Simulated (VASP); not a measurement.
MnRu, 2 atoms in the cell. Symmetry: P-6m2, No. 187, hexagonal system. Conventional cell: a = 2.625 Å, b = 2.625 Å, c = 4.066 Å, α = 90.00°, β = 90.00°, γ = 120.00°. Within 3.3 Å of Mn (site symmetry -6m2) lie 6 Ru at 2.54 Å and 6 Mn at 2.63 Å. Ru (site symmetry -6m2) has 6 Mn at 2.54 Å and 6 Ru at 2.63 Å within 3.3 Å. 

- Program: VASP 6.6.1
- Task: single point
- Functional: LDA
- Potentials or basis: VASP PAW LDA potentials, release 64 (Mn_pv, Ru_pv)
- Cutoff: 520 eV
- k mesh: 13 × 13 × 8
- Occupations: fermi-dirac, width 0.1 eV
- Spin: collinear spin, ferromagnetic start
- Starting moments: [3.73, 1.1] μB
- Fixed moment: 4.8 μB
- Dipole correction: no
- Further INCAR settings: ALGO = Normal; EDIFF = 1e-07; NBANDS = 24

Potentials or basis: VASP PAW LDA potentials, release 64 (Mn_pv, Ru_pv).

Command:

```sh
$ cat potpaw_LDA.64/Mn_pv/POTCAR potpaw_LDA.64/Ru_pv/POTCAR > POTCAR
$ mpirun -np 1 vasp_std > vasp.out
```

Hardware: 1 thread of Intel(R) Xeon(R) Platinum 8488C (Sapphire Rapids) (shared host).

Question: How long does it take, and how much memory?

Answer: It took 74 s on 1 thread of Intel(R) Xeon(R) Platinum 8488C (Sapphire Rapids), on a shared host, peak memory 0.21 GiB. Counts: scf iterations 16, k points 105.
